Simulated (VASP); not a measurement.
# WAu (F-43m) in VASP: settings compared

The runs below take WAu through single point, with PBEsol-based screened hybrid with 25 % exact exchange, PBE0.

Program: VASP 6.6.1. These are calculated values, not measurements. Logs are shortened: lines on timing, memory, paths and dates and some standing lists are left out, and cuts for length are marked.

## 1. The cell of the first run

It takes space group F-43m (No. 216, cubic). Conventional cell: a = 5.720 Å, b = 5.720 Å, c = 5.720 Å, α = 90.00°, β = 90.00°, γ = 90.00°. Within 3.3 Å of W (site symmetry -43m) lie 4 Au at 2.48 Å. Within 3.3 Å of Au (site symmetry -43m) lie 4 W at 2.48 Å.

## 2. Single point, PBEsol-based screened hybrid with 25 % exact exchange

The input, POSCAR:

```
WAu
1.0
    0.0000000000      2.8600961452      2.8600961452
    2.8600961452      0.0000000000      2.8600961452
    2.8600961452      2.8600961452      0.0000000000
W Au
1 1
Direct
    0.0000000000      0.0000000000      0.0000000000
    0.7500000000      0.7500000000      0.7500000000
```

The input, INCAR.step1:

```
SYSTEM = WAu
  PREC = Accurate
  ENCUT = 520
  EDIFF = 1E-5
  ISMEAR = -1
  SIGMA = 0.05
  LREAL = .FALSE.
  LASPH = .TRUE.
  NELM = 80
  ALGO = Normal
  ISIF = 2
  LWAVE = .TRUE.
  LCHARG = .FALSE.
  GGA = PE
  NBANDS = 20
```

The input, INCAR.step2:

```
SYSTEM = WAu
  PREC = Accurate
  ENCUT = 520
  EDIFF = 1E-6
  ISMEAR = -1
  SIGMA = 0.05
  LREAL = .FALSE.
  LASPH = .TRUE.
  NELM = 80
  ALGO = Normal
  ISIF = 2
  LWAVE = .FALSE.
  LCHARG = .FALSE.
  GGA = PS
  LHFCALC = .TRUE.
  AEXX = 0.25
  HFSCREEN = 0.207
  PRECFOCK = Normal
  ISTART = 1
  NBANDS = 20
```

The input, KPOINTS:

```
Automatic mesh
0
G
  4 4 4
  0 0 0
```

Potentials or basis: VASP PAW PBE potentials, release 64 (W_sv, Au).

Launch:

```sh
> cat potpaw_PBE.64/W_sv/POTCAR potpaw_PBE.64/Au/POTCAR > POTCAR
> cp INCAR.step1 INCAR
> mpirun -np 1 vasp_std > vasp.out
> cp INCAR.step2 INCAR
> mpirun -np 1 vasp_std > vasp.out
```

OUTCAR:

```text
SYSTEM = WAu
   PREC = Accurate
   ENCUT = 520
   EDIFF = 1E-6
   ISMEAR = -1
   LREAL = .FALSE.
   LASPH = .TRUE.
   NELM = 80
   ISIF = 2
   GGA = PS
   LHFCALC = .TRUE.
   AEXX = 0.25
   HFSCREEN = 0.207
   PRECFOCK = Normal
   ISTART = 1

 ion  position               nearest neighbor table
   1  0.000  0.000  0.000-   2 2.48   2 2.48   2 2.48   2 2.48
   2  0.750  0.750  0.750-   1 2.48   1 2.48   1 2.48   1 2.48

  LATTYP: Found a face centered cubic cell.
 ALAT       =     5.7201922904

  Lattice vectors:

 A1 = (   0.0000000000,   2.8600961452,   2.8600961452)
 A2 = (   2.8600961452,   0.0000000000,   2.8600961452)
 A3 = (   2.8600961452,   2.8600961452,   0.0000000000)

Analysis of symmetry for initial positions (statically):
=====================================================================
 Subroutine PRICEL returns:
 Original cell was already a primitive cell.

 Routine SETGRP: Setting up the symmetry group for a
 face centered cubic supercell.

 Subroutine GETGRP returns: Found 24 space group operations
 (whereof 24 operations were pure point group operations)
 out of a pool of 48 trial point group operations.

The static configuration has the point symmetry T_d .

Analysis of symmetry for dynamics (positions and initial velocities):
=====================================================================
 Subroutine PRICEL returns:
 Original cell was already a primitive cell.

 Routine SETGRP: Setting up the symmetry group for a
 face centered cubic supercell.

 Subroutine GETGRP returns: Found 24 space group operations
 (whereof 24 operations were pure point group operations)
 out of a pool of 48 trial point group operations.

The dynamic configuration has the point symmetry T_d .

 Subroutine INISYM returns: Found 24 space group operations
 (whereof 24 operations are pure point group operations),
 and found     1 'primitive' translations

----------------------------------------------------------------------------------------

                                     Primitive cell

  volume of cell :      46.7920

  direct lattice vectors                    reciprocal lattice vectors
     0.000000000  2.860096145  2.860096145    -0.174819298  0.174819298  0.174819298
     2.860096145  0.000000000  2.860096145     0.174819298 -0.174819298  0.174819298
     2.860096145  2.860096145  0.000000000     0.174819298  0.174819298 -0.174819298

  length of vectors
     4.044786758  4.044786758  4.044786758     0.302795906  0.302795906  0.302795906

  position of ions in fractional coordinates (direct lattice)
     0.000000000  0.000000000  0.000000000
     0.750000000  0.750000000  0.750000000

  ion indices of the primitive-cell ions
   primitive index   ion index
                 1           1
                 2           2

----------------------------------------------------------------------------------------

 KPOINTS: Automatic mesh

Automatic generation of k-mesh.
 Grid dimensions read from file:
 generate k-points for:    4    4    4

 Generating k-lattice:

  Cartesian coordinates                     Fractional coordinates (reciprocal lattice)
    -0.043704824  0.043704824  0.043704824     0.250000000  0.000000000  0.000000000
     0.043704824 -0.043704824  0.043704824     0.000000000  0.250000000  0.000000000
     0.043704824  0.043704824 -0.043704824     0.000000000  0.000000000  0.250000000

  Length of vectors
     0.075698977  0.075698977  0.075698977

  Shift w.r.t. Gamma in fractional coordinates (k-lattice)
     0.000000000  0.000000000  0.000000000

 Subroutine IBZKPT returns following result:
 ===========================================

 Found      8 irreducible k-points:

 Following reciprocal coordinates:
            Coordinates               Weight
  0.000000  0.000000  0.000000      1.000000
  0.250000  0.000000  0.000000      8.000000
  0.500000  0.000000  0.000000      4.000000
  0.250000  0.250000  0.000000      6.000000
  0.500000  0.250000  0.000000     24.000000
 -0.250000  0.250000  0.000000     12.000000
  0.500000  0.500000  0.000000      3.000000
 -0.250000  0.500000  0.250000      6.000000
   k-points           NKPTS =      8   k-points in BZ     NKDIM =     64   number of bands    NBANDS=     20
   number of dos      NEDOS =    301   number of ions     NIONS =      2
   total plane-waves  NPLWV =  27000
   dimension x,y,z NGX =    30 NGY =   30 NGZ =   30
   dimension x,y,z NGXF=    60 NGYF=   60 NGZF=   60
   ions per type =               1   1
   NGX,Y,Z   is equivalent  to a cutoff of  12.33, 12.33, 12.33 a.u.
   NGXF,Y,Z  is equivalent  to a cutoff of  24.66, 24.66, 24.66 a.u.
 SYSTEM =  WAu
   PREC   = accura    normal or accurate (medium, high low for compatibility)
   ISTART =      1    job   : 0-new  1-cont  2-samecut
   ICHARG =      0    charge: 1-file 2-atom 10-const
   ISPIN  =      1    spin polarized calculation?
   LNONCOLLINEAR =      F non collinear calculations
   LSORBIT =      F    spin-orbit coupling
   LASPH  =      T    aspherical Exc in radial PAW
   ENCUT  =  520.0 eV  38.22 Ry    6.18 a.u.   7.52  7.52  7.52*2*pi/ulx,y,z
   NELM   =     80;   NELMIN=  2; NELMDL=  0     # of ELM steps
   EDIFF  = 0.1E-05   stopping-criterion for ELM
   LREAL  =      F    real-space projection
   EDIFFG = 0.1E-04   stopping-criterion for IOM
   NSW    =      0    number of steps for IOM
   IBRION =     -1    ionic relax: 0-MD 1-quasi-New 2-CG
   NFREE  =      0    steps in history (QN), initial steepest desc. (CG)
   ISIF   =      2    stress and relaxation
   ISYM   =      3    0-nonsym 1-usesym 2-fastsym
   POTIM  = 0.5000    time-step for ionic-motion
   TEBEG  =    0.0;   TEEND  =   0.0 temperature during run
   PSTRESS=    0.0 pullay stress
   NELECT =      25.0000    total number of electrons
   NUPDOWN=      -1.0000    fix difference up-down
   EMIN   =  10.00;   EMAX   =-10.00  energy-range for DOS
   EFERMI =   0.00;   METHOD = LEGACY
   ISMEAR =    -1;   SIGMA  =   0.05  broadening in eV -4-tet -1-fermi 0-gaus
   EFERMI_NEDOS =   21; number of points for ismear=-14 and -15
   IALGO  =     38    algorithm
   IMIX   =      1    mixing-type and parameters
     AMIX     =   0.40;   BMIX     =  1.00
     AMIX_MAG =   1.60;   BMIX_MAG =  1.00
  volume/ion in A,a.u.               =      23.40       157.88
  Fermi-wavevector in a.u.,A,eV,Ry     =   1.328406  2.510324 24.009695  1.764663
  Thomas-Fermi vector in A             =   2.457646
   LORBIT       =      0    0 simple, 1 ext, 2 COOP (PROOUT), +10 PAW based schemes
   GGA     = PS    functional components
   LHFCALC =     T    Hartree Fock is set to
   PRECFOCK=normal    Normal, Fast or Accurate (Low or Medium for compatibility)
   ENCUT4O =  -1.0   cutoff for four orbital integrals eV
   NKREDX  =     1    reduce k-point grid by
   NKREDY  =     1    reduce k-point grid by
   NKREDZ  =     1    reduce k-point grid by
   AEXX    =    0.2500 exact exchange contribution
   HFSCREEN=    0.2070 screening length (either q_TF or 0.3 A-1)
   HFSCREENC=   0.2070 screening length for correlation (either q_TF or 0.3 A-1)
   ENCUTFOCK=  -1.0 apply spherical cutoff to Coloumb kernel
   IVDW    =     0    specifies the selected vdW correction
   LEPSILON=     F    determine dielectric tensor
   LRPA    =     F    only Hartree local field effects (RPA)
 non-spin polarized calculation
  energy-cutoff  :      520.00
  volume of cell :       46.79
 maximum number of plane-waves:      1283
  NGX = 24; NGY = 24; NGZ = 24

 number of electron      25.0000001 magnetization

 Free energy of the ion-electron system (eV)
  ---------------------------------------------------
  ext. energy  EPLUGINS =         0.00000000
  ---------------------------------------------------
  free energy    TOTEN  =       -14.60150397 eV

  energy without entropy =      -14.55167534  energy(sigma->0) =      -14.57658965

 E-fermi :   5.7398     XC(G=0):  -9.1180

 val. band max:        5.6904283419   @ k =   0.5000   0.2500   0.0000
 cond. band min:       5.7499100480   @ k =   0.5000   0.2500   0.0000
 fundamental gap:      0.0594817062
 Fermi energy:         5.7397584366

 k-point     1 :       0.0000    0.0000    0.0000
  band No.  band energies     occupation
      1     -72.7428      2.00000
      2     -35.4583      2.00000
      3     -35.4583      2.00000
      4     -35.4583      2.00000
      5      -2.9371      2.00000
      6      -1.1808      2.00000
[... 12 lines left out ...]
     19      17.9410      0.00000
     20      17.9410      0.00000

 k-point     2 :       0.2500    0.0000    0.0000
  band No.  band energies     occupation
      1     -72.7416      2.00000
      2     -35.4788      2.00000
      3     -35.4590      2.00000
      4     -35.4590      2.00000
      5      -1.9954      2.00000
      6      -1.3286      2.00000
[... 12 lines left out ...]
     19      16.3931      0.00000
     20      18.4505      0.00000

 k-point     3 :       0.5000    0.0000    0.0000
  band No.  band energies     occupation
      1     -72.7404      2.00000
      2     -35.5002      2.00000
      3     -35.4597      2.00000
      4     -35.4597      2.00000
      5      -1.5904      2.00000
      6      -1.1043      2.00000
[... 12 lines left out ...]
     19      15.0852      0.00000
     20      19.6241      0.00000

 k-point     4 :       0.2500    0.2500    0.0000
  band No.  band energies     occupation
      1     -72.7412      2.00000
      2     -35.4798      2.00000
      3     -35.4627      2.00000
      4     -35.4627      2.00000
      5      -1.8228      2.00000
      6      -1.3909      2.00000
[... 12 lines left out ...]
     19      15.7594      0.00000
     20      16.7064      0.00000

 k-point     5 :       0.5000    0.2500    0.0000
  band No.  band energies     occupation
      1     -72.7400      2.00000
      2     -35.4949      2.00000
      3     -35.4702      2.00000
      4     -35.4633      2.00000
      5      -1.6897      2.00000
      6      -1.4219      2.00000
[... 12 lines left out ...]
     19      16.2191      0.00000
     20      19.5104      0.00000

 k-point     6 :      -0.2500    0.2500    0.0000
  band No.  band energies     occupation
      1     -72.7404      2.00000
      2     -35.4885      2.00000
      3     -35.4719      2.00000
      4     -35.4595      2.00000
      5      -1.5061      2.00000
      6      -1.4548      2.00000
[... 12 lines left out ...]
     19      16.3327      0.00000
     20      18.8386      0.00000

 k-point     7 :       0.5000    0.5000    0.0000
  band No.  band energies     occupation
      1     -72.7396      2.00000
      2     -35.5034      2.00000
      3     -35.4673      2.00000
      4     -35.4673      2.00000
      5      -1.7077      2.00000
      6      -1.4399      2.00000
[... 12 lines left out ...]
     19      16.2254      0.00000
     20      16.9881      0.00000

 k-point     8 :      -0.2500    0.5000    0.2500
  band No.  band energies     occupation
      1     -72.7395      2.00000
      2     -35.4926      2.00000
      3     -35.4778      2.00000
      4     -35.4661      2.00000
      5      -1.6746      2.00000
      6      -1.6352      2.00000
[... 12 lines left out ...]
     19      19.2759      0.00000
     20      19.4218      0.00000

------------------------ aborting loop because EDIFF is reached ----------------------------------------

  FORCE on cell =-STRESS in cart. coord.  units (eV):
  Direction    XX          YY          ZZ          XY          YZ          ZX
  --------------------------------------------------------------------------------------
  -------------------------------------------------------------------------------------
  Total        0.0083010      0.0083010      0.0083010      0.0000000     -0.0000000      0.0000000
  in kB        0.2842281      0.2842281      0.2842281      0.0000000     -0.0000000      0.0000000
  external PRESSURE =       0.2842281 kB  Pullay stress =       0.0000000 kB

 VOLUME and BASIS-vectors are now :
 -----------------------------------------------------------------------------
  energy-cutoff  :      520.00
  volume of cell :       46.79
      direct lattice vectors                 reciprocal lattice vectors
     0.000000000  2.860096145  2.860096145    -0.174819298  0.174819298  0.174819298
     2.860096145  0.000000000  2.860096145     0.174819298 -0.174819298  0.174819298
     2.860096145  2.860096145  0.000000000     0.174819298  0.174819298 -0.174819298

 POSITION                                       TOTAL-FORCE (eV/Angst)
 -----------------------------------------------------------------------------------
      0.00000      0.00000      0.00000        -0.000000      0.000000     -0.000000
      4.29014      4.29014      4.29014         0.000000     -0.000000      0.000000
 -----------------------------------------------------------------------------------
    total drift:                               -0.000001     -0.000001     -0.000002

  FREE ENERGIE OF THE ION-ELECTRON SYSTEM (eV)
  ---------------------------------------------------
  free  energy   TOTEN  =       -14.6015039714 eV

  energy  without entropy=      -14.5516753369  energy(sigma->0) =      -14.57658965
```

It took 23 min on 1 thread of Intel Xeon 8259CL, shared host; peak memory 0.29 GiB.

Results:

```
Free energy            : -14.6015 eV
Pressure               : 0.0 GPa
Band gap on the k mesh : zero (an odd number of electrons rules out a gap without spin polarisation)
```

Levels at points of the mesh, in eV from the Fermi level:
```tsv
k point	band 10	band 11	band 12	band 13	band 14	band 15	band 16	band 17
(0.00, 0.00, 0.00)	-6.74	-1.01	-1.01	-1.01	2.15	2.15	9.47	12.16
(0.50, 0.00, 0.00)	-5.78	-2.19	-0.31	-0.31	1.88	1.88	2.64	8.97
(0.50, 0.50, 0.00)	-4.54	-3.24	0.76	1.61	1.89	1.89	3.61	3.91
```

Caveat: the k points lie up to 0.48 Å⁻¹ apart, too coarse for converged energies and pressures of a metal; the PAW data sets were made with another functional, which shifts forces and pressure a little; spin-orbit coupling is left out, which moves the levels of the heavy elements.

## 3. Single point, PBE0

This run uses another cell than the first one, of 23.90 Å³/atom.

The input, POSCAR:

```
WAu
1.0
    0.0000000000      2.8803646382      2.8803646382
    2.8803646382      0.0000000000      2.8803646382
    2.8803646382      2.8803646382      0.0000000000
W Au
1 1
Direct
    0.0000000000      0.0000000000      0.0000000000
    0.7500000000      0.7500000000      0.7500000000
```

The input, INCAR.step1:

```
SYSTEM = WAu
ALGO = Normal ; EDIFF = 1E-5
ENCUT = 520 ; GGA = PE
ISIF = 2 ; ISMEAR = -1
LASPH = .True. ; LCHARG = .False.
LREAL = .False. ; LWAVE = .True.
NBANDS = 20 ; NELM = 80
PREC = Accurate ; SIGMA = 0.05
```

The input, INCAR.step2:

```
SYSTEM = WAu
AEXX = 0.25 ; ALGO = Normal
EDIFF = 1E-7 ; ENCUT = 520
GGA = PE ; ISIF = 2
ISMEAR = -1 ; ISTART = 1
LASPH = .True. ; LCHARG = .False.
LHFCALC = .True. ; LREAL = .False.
LWAVE = .False. ; NBANDS = 20
NELM = 80 ; PREC = Accurate
PRECFOCK = Normal ; SIGMA = 0.05
```

The input, KPOINTS:

```
k-points
0
Gamma
  4 4 4
  0 0 0
```

Potentials or basis: VASP PAW PBE potentials, release 64 (W_sv, Au).

Launch:

```sh
> cat potpaw_PBE.64/W_sv/POTCAR potpaw_PBE.64/Au/POTCAR > POTCAR
> cp INCAR.step1 INCAR
> mpirun -np 1 vasp_std > vasp.out
> cp INCAR.step2 INCAR
> mpirun -np 1 vasp_std > vasp.out
```

Wall time 32 min (1 thread of Intel Xeon 8259CL, shared host); peak memory 0.2 GiB.

The run converged. Its results:

```
Free energy            : -14.9781 eV
Pressure               : -0.1 GPa
Band gap on the k mesh : zero (an odd number of electrons rules out a gap without spin polarisation)
```

Levels at points of the mesh, in eV from the Fermi level:
| k point | band 9 | band 10 | band 11 | band 12 | band 13 | band 14 | band 15 | band 16 | band 17 | band 18 |
| --- | --- | --- | --- | --- | --- | --- | --- | --- | --- | --- |
| (0.00, 0.00, 0.00) | -7.19 | -7.19 | -1.58 | -1.58 | -1.58 | 2.33 | 2.33 | 9.63 | 12.31 | 12.38 |
| (0.50, 0.00, 0.00) | -7.12 | -6.26 | -2.66 | -0.79 | -0.79 | 2.02 | 2.02 | 2.73 | 9.07 | 9.07 |
| (0.50, 0.50, 0.00) | -6.51 | -5.04 | -3.69 | 1.03 | 1.75 | 1.97 | 1.97 | 3.72 | 4.09 | 4.09 |

Caveat: the k points lie up to 0.47 Å⁻¹ apart, too coarse for converged energies and pressures of a metal; the PAW data sets were made with another functional, which shifts forces and pressure a little; spin-orbit coupling is left out, which moves the levels of the heavy elements.

The gap in the log of VASP goes by the Fermi energy; the results here count the filled bands.